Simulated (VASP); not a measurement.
# Mg3ZnC (P1) in VASP: a series of runs, part 2 of 2

VASP 6.6.1. The steps go on from the part before.

## Step 4: Single point, PBE

The input, INCAR:

```
PREC = Accurate
ENCUT = 520
EDIFF = 1E-7
ISMEAR = -1
SIGMA = 0.1
LREAL = F
LASPH = T
NELM = 100
ALGO = Normal
ISIF = 2
LWAVE = F
LCHARG = F
GGA = PE
NBANDS = 19
```

The input, KPOINTS:

```
Automatic mesh
0
Gamma
  10 10 10
```

The input, POSCAR:

```
Mg3ZnC
1.0
    4.4069310000      0.0000000000      0.0000000000
    0.0000000000      4.4069310000      0.0000000000
    0.0000000000      0.0000000000      4.4069310000
Zn Mg C
1 3 1
Direct
    0.0143980000      0.0003270000      0.0042490000
    0.5044320000      0.0053770000      0.4959030000
    0.5098650000      0.5011960000      0.0016910000
   -0.0013060000      0.4967100000      0.5005010000
    0.5104210000      0.5038410000      0.5064390000
```

Potentials or basis: VASP PAW PBE potentials, release 64 (Zn, Mg, C).

The run is started by

```console
cat potpaw_PBE.64/Zn/POTCAR potpaw_PBE.64/Mg/POTCAR potpaw_PBE.64/C/POTCAR > POTCAR
mpirun -np 1 vasp_std > vasp.out
```

OUTCAR:

```text
PREC = Accurate
   ENCUT = 520
   EDIFF = 1E-7
   ISMEAR = -1
   LREAL = F
   LASPH = T
   NELM = 100
   ISIF = 2
   GGA = PE

 ion  position               nearest neighbor table
   1  0.014  0.000  0.004-   2 3.06   4 3.09   3 3.10   3 3.10   2 3.11   4 3.12   4 3.12   2 3.12
                             3 3.13   3 3.13   4 3.14   2 3.17
   2  0.504  0.005  0.496-   5 2.20   5 2.21   1 3.06   4 3.07   3 3.09   4 3.11   3 3.11   1 3.11
                             3 3.12   1 3.12   4 3.13   3 3.15   4 3.16   1 3.17
   3  0.510  0.501  0.002-   5 2.18   5 2.22   4 3.08   2 3.09   4 3.09   1 3.10   1 3.10   2 3.11
                             2 3.12   1 3.13   1 3.13   2 3.15   4 3.15   4 3.15
   4  0.999  0.497  0.501-   5 2.15   5 2.26   2 3.07   3 3.08   3 3.09   1 3.09   2 3.11   1 3.12
                             1 3.12   2 3.13   1 3.14   3 3.15   3 3.15   2 3.16
   5  0.510  0.504  0.506-   4 2.15   3 2.18   2 2.20   2 2.21   3 2.22   4 2.26

  LATTYP: Found a simple cubic cell.
 ALAT       =     4.4069310000

  Lattice vectors:

 A1 = (   4.4069310000,   0.0000000000,   0.0000000000)
 A2 = (   0.0000000000,   4.4069310000,   0.0000000000)
 A3 = (   0.0000000000,   0.0000000000,   4.4069310000)

Analysis of symmetry for initial positions (statically):
=====================================================================
 Subroutine PRICEL returns:
 Original cell was already a primitive cell.

 Routine SETGRP: Setting up the symmetry group for a
 simple cubic supercell.

 Subroutine GETGRP returns: Found  1 space group operations
 (whereof  1 operations were pure point group operations)
 out of a pool of 48 trial point group operations.

The static configuration has the point symmetry C_1 .

Analysis of symmetry for dynamics (positions and initial velocities):
=====================================================================
 Subroutine PRICEL returns:
 Original cell was already a primitive cell.

 Routine SETGRP: Setting up the symmetry group for a
 simple cubic supercell.

 Subroutine GETGRP returns: Found  1 space group operations
 (whereof  1 operations were pure point group operations)
 out of a pool of 48 trial point group operations.

The dynamic configuration has the point symmetry C_1 .

 Subroutine INISYM returns: Found  1 space group operations
 (whereof  1 operations are pure point group operations),
 and found     1 'primitive' translations

----------------------------------------------------------------------------------------

                                     Primitive cell

  volume of cell :      85.5872

  direct lattice vectors                    reciprocal lattice vectors
     4.406931000  0.000000000  0.000000000     0.226915284  0.000000000  0.000000000
     0.000000000  4.406931000  0.000000000     0.000000000  0.226915284  0.000000000
     0.000000000  0.000000000  4.406931000     0.000000000  0.000000000  0.226915284

  length of vectors
     4.406931000  4.406931000  4.406931000     0.226915284  0.226915284  0.226915284

  position of ions in fractional coordinates (direct lattice)
     0.014398000  0.000327000  0.004249000
     0.504432000  0.005377000  0.495903000
     0.509865000  0.501196000  0.001691000
     0.998694000  0.496710000  0.500501000
     0.510421000  0.503841000  0.506439000

  ion indices of the primitive-cell ions
   primitive index   ion index
                 1           1
                 2           2
                 3           3
                 4           4
[... 29 lines left out ...]
            Coordinates               Weight
  0.000000  0.000000  0.000000      1.000000
  0.100000  0.000000  0.000000      2.000000
  0.000000  0.100000  0.000000      2.000000
  0.000000  0.000000  0.100000      2.000000
  0.200000  0.000000  0.000000      2.000000
  0.000000  0.200000  0.000000      2.000000
[... 16 lines left out ...]
  0.200000  0.100000  0.000000      2.000000
  0.000000  0.200000  0.100000      2.000000
 [... further k-points ...]
   k-points           NKPTS =    504   k-points in BZ     NKDIM =    504   number of bands    NBANDS=     19
   number of dos      NEDOS =    301   number of ions     NIONS =      5
   total plane-waves  NPLWV =  46656
   dimension x,y,z NGX =    36 NGY =   36 NGZ =   36
   dimension x,y,z NGXF=    72 NGYF=   72 NGZF=   72
   ions per type =               1   3   1
   NGX,Y,Z   is equivalent  to a cutoff of  13.58, 13.58, 13.58 a.u.
   NGXF,Y,Z  is equivalent  to a cutoff of  27.16, 27.16, 27.16 a.u.
 SYSTEM =  unknown system
   PREC   = accura    normal or accurate (medium, high low for compatibility)
   ISTART =      0    job   : 0-new  1-cont  2-samecut
   ICHARG =      2    charge: 1-file 2-atom 10-const
   ISPIN  =      1    spin polarized calculation?
   LNONCOLLINEAR =      F non collinear calculations
   LSORBIT =      F    spin-orbit coupling
   LASPH  =      T    aspherical Exc in radial PAW
   ENCUT  =  520.0 eV  38.22 Ry    6.18 a.u.   8.19  8.19  8.19*2*pi/ulx,y,z
   NELM   =    100;   NELMIN=  2; NELMDL= -5     # of ELM steps
   EDIFF  = 0.1E-06   stopping-criterion for ELM
   LREAL  =      F    real-space projection
   EDIFFG = 0.1E-05   stopping-criterion for IOM
   NSW    =      0    number of steps for IOM
   IBRION =     -1    ionic relax: 0-MD 1-quasi-New 2-CG
   NFREE  =      0    steps in history (QN), initial steepest desc. (CG)
   ISIF   =      2    stress and relaxation
   ISYM   =      2    0-nonsym 1-usesym 2-fastsym
   POTIM  = 0.5000    time-step for ionic-motion
   TEBEG  =    0.0;   TEEND  =   0.0 temperature during run
   PSTRESS=    0.0 pullay stress
   NELECT =      22.0000    total number of electrons
   NUPDOWN=      -1.0000    fix difference up-down
   EMIN   =  10.00;   EMAX   =-10.00  energy-range for DOS
   EFERMI =   0.00;   METHOD = LEGACY
   ISMEAR =    -1;   SIGMA  =   0.10  broadening in eV -4-tet -1-fermi 0-gaus
   EFERMI_NEDOS =   21; number of points for ismear=-14 and -15
   IALGO  =     38    algorithm
   IMIX   =      4    mixing-type and parameters
     AMIX     =   0.40;   BMIX     =  1.00
     AMIX_MAG =   1.60;   BMIX_MAG =  1.00
  volume/ion in A,a.u.               =      17.12       115.51
  Fermi-wavevector in a.u.,A,eV,Ry     =   1.040909  1.967033 14.741800  1.083492
  Thomas-Fermi vector in A             =   2.175506
   LORBIT       =      0    0 simple, 1 ext, 2 COOP (PROOUT), +10 PAW based schemes
   GGA     = PE    functional components
[... 5 lines left out ...]
 non-spin polarized calculation
  energy-cutoff  :      520.00
  volume of cell :       85.59
 maximum number of plane-waves:      2325
 NGX is ok and might be reduce to    36
   NGX = 17   NGY = 17   NGZ = 17

 number of electron      21.9999997 magnetization

 Free energy of the ion-electron system (eV)
  ---------------------------------------------------
  ext. energy  EPLUGINS =         0.00000000
  ---------------------------------------------------
  free energy    TOTEN  =       -14.01974218 eV

  energy without entropy =      -13.95486661  energy(sigma->0) =      -13.98730440

 E-fermi :   3.0251     XC(G=0):  -9.4712

 val. band max:        3.0175465789   @ k =   0.3000   0.0000   0.0000
 cond. band min:       3.0269966180   @ k =   0.0000   0.2000   0.2000
 fundamental gap:      0.0094500391
 Fermi energy:         3.0251071445

 k-point     1 :       0.0000    0.0000    0.0000
  band No.  band energies     occupation
      1      -7.6451      2.00000
      2      -4.1421      2.00000
      3      -4.1418      2.00000
      4      -4.0886      2.00000
      5      -4.0884      2.00000
      6      -4.0882      2.00000
[... 505 lines left out ...]
      6      -4.0899      2.00000
[... 11 lines left out ...]
     18       9.7231      0.00000
     19      10.1551      0.00000

 [... further k-points ...]

------------------------ aborting loop because EDIFF is reached ----------------------------------------

  FORCE on cell =-STRESS in cart. coord.  units (eV):
  Direction    XX          YY          ZZ          XY          YZ          ZX
  --------------------------------------------------------------------------------------
  -------------------------------------------------------------------------------------
  Total       -0.0275291     -0.1535760     -0.1174152     -0.0038825     -0.0026094     -0.0009881
  in kB       -0.5153396     -2.8749155     -2.1979928     -0.0726797     -0.0488474     -0.0184970
  external PRESSURE =      -1.8627493 kB  Pullay stress =       0.0000000 kB

 VOLUME and BASIS-vectors are now :
 -----------------------------------------------------------------------------
  energy-cutoff  :      520.00
  volume of cell :       85.59
      direct lattice vectors                 reciprocal lattice vectors
     4.406931000  0.000000000  0.000000000     0.226915284  0.000000000  0.000000000
     0.000000000  4.406931000  0.000000000     0.000000000  0.226915284  0.000000000
     0.000000000  0.000000000  4.406931000     0.000000000  0.000000000  0.226915284

 POSITION                                       TOTAL-FORCE (eV/Angst)
 -----------------------------------------------------------------------------------
      0.06345      0.00144      0.01873        -0.058634      0.005380     -0.027460
      2.22300      0.02370      2.18541        -0.005361     -0.150015      0.088431
      2.24694      2.20874      0.00745        -0.064991      0.039308      0.109792
      4.40118      2.18897      2.20567         0.533352      0.087561      0.037112
      2.24939      2.22039      2.23184        -0.404366      0.017766     -0.207875
 -----------------------------------------------------------------------------------
    total drift:                               -0.000014      0.000022      0.000225

  FREE ENERGIE OF THE ION-ELECTRON SYSTEM (eV)
  ---------------------------------------------------
  free  energy   TOTEN  =       -14.0197421830 eV

  energy  without entropy=      -13.9548666136  energy(sigma->0) =      -13.98730440
```

stdout:

```text
POSCAR found type information on POSCAR ZnMgC
 POSCAR found :  3 types and       5 ions
 scaLAPACK will be used
 LDA part: xc-table for (Slater+PW92), standard interpolation
 POSCAR, INCAR and KPOINTS ok, starting setup
 FFT: planning ... GRIDC
 FFT: planning ... GRID_SOFT
 FFT: planning ... GRID
 WAVECAR not read
 entering main loop
```

Run time: 4.8 min. Hardware: 1 thread of Intel Xeon 6975P-C (Granite Rapids), shared host; peak memory 0.92 GiB.

What came out:

* Free energy: -14.0197 eV
* Pressure: -0.2 GPa
* Largest force: 0.542 eV/Å
* Band gap on the k mesh: zero (bands 11 and 12 overlap by 3.39 eV)

Forces on the atoms (eV/Å):
```
Zn  -0.059  0.005 -0.027
Mg  -0.005 -0.150  0.088
Mg  -0.065  0.039  0.110
Mg   0.533  0.088  0.037
C   -0.404  0.018 -0.208
```

## Step 5: The runs side by side

| k mesh | gap on the mesh (eV) | pressure (GPa) | largest force (eV/Å) |
| --- | --- | --- | --- |
| 7 × 7 × 7 | none | -0.1 | 0.54 |
| 8 × 8 × 8 | none | -0.2 | 0.54 |
| 10 × 10 × 10 | none | -0.2 | 0.54 |

Alike in all rows: task single point; level PBE; potentials or basis VASP PAW PBE potentials, release 64 (Zn, Mg, C); no spin polarisation; cell as given; cutoff (eV) 520; smearing fermi-dirac 0.1 eV.

Total energies depend on the potentials used, so only differences within one code and one set of settings carry meaning.

The gap in the log of VASP goes by the Fermi energy; the results here count the filled bands.